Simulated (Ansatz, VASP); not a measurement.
# BaH4: VASP beside Ansatz

```
CELL_PARAMETERS angstrom
4.14578 0.00000 0.00000
-2.07289 3.59035 0.00000
0.00000 0.00000 5.03882
ATOMIC_POSITIONS crystal
Ba 0.66667 0.33333 0.00000
H 0.56219 0.43781 0.50000
H 0.56219 0.12437 0.50000
H 0.87563 0.43781 0.50000
H 0.00000 0.00000 0.00000
```

Alike in both runs: functional PBE; k mesh 12 × 12 × 8; occupations gaussian, width 0.1 eV; no spin polarisation.

Ansatz relaxed the structure, and its values are those at the end. VASP's run is a single point on that final structure, the one shown.

|  | VASP | Ansatz |
| --- | --- | --- |
| version | VASP 6.6.1 | Ansatz 0.2.0 |
| potentials or method | VASP PAW PBE potentials, release 64 (Ba_sv, H), cutoff 520 eV | scalar-relativistic, plane waves, PAW |
| valence electrons in the cell | 14 | 14 |

VASP gave:

```
gap on the k mesh at the Fermi level (eV) : none
pressure (GPa)                            : 0.5
rms of the force components (eV/Å)        : 0.007
```

Q: What did Ansatz give for the same quantities?

A: gap on the k mesh at the Fermi level (eV): none; pressure (GPa): 0.0; rms of the force components (eV/Å): 0.000.

A gap of «none» marks a metal or a gap that the smearing closes.

Spin-orbit coupling is off throughout.
